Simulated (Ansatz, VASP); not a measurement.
## Two plane-wave programs on IrO2

```
CELL_PARAMETERS angstrom
4.49900 0.00000 0.00000
0.00000 4.49900 0.00000
0.00000 0.00000 3.14600
ATOMIC_POSITIONS crystal
Ir 0.00000 0.00000 0.00000
Ir 0.50000 0.50000 0.50000
O 0.31100 0.31100 0.00000
O 0.18900 0.81100 0.50000
O 0.68900 0.68900 0.00000
O 0.81100 0.18900 0.50000
```

Alike in both runs: task electric field gradients; functional PBE; k mesh 10 × 10 × 15; occupations methfessel-paxton of order 1, width 0.01 eV; collinear spin.

|  | VASP | Ansatz |
| --- | --- | --- |
| version | VASP 6.6.1 | Ansatz 0.2.0 |
| potentials or method | VASP PAW PBE potentials, release 64 (Ir, O) | plane-wave PAW, scalar-relativistic |
| plane-wave cutoff (eV) | 520 | 420 |
| valence electrons in the cell | 42 | 58 |

```csv
,VASP,Ansatz,Ansatz less VASP
pressure (GPa),10.4,7.7,-2.64
"traceless stress, the component that is largest in VASP (GPa)",6.22,5.34,-0.888
rms of the force components (eV/Å),0.311,0.294,-0.0171
net moment per atom (μB),0.00,0.00,0.000
size of Vzz on the site where it differs most (V/Å²),240.9,157.7,-83.21
```

Atom by atom the forces differ by 0.017 eV/Å (rms over components). The functional is the same, so the differences come from potentials, cutoffs and numerics. VASP's potentials hold 42 valence electrons a cell and Ansatz's 58, so a difference there can come from the potentials and not from the codes. Ansatz's warnings: seeded moment not kept, stability check not made.

Spin-orbit coupling is off throughout.
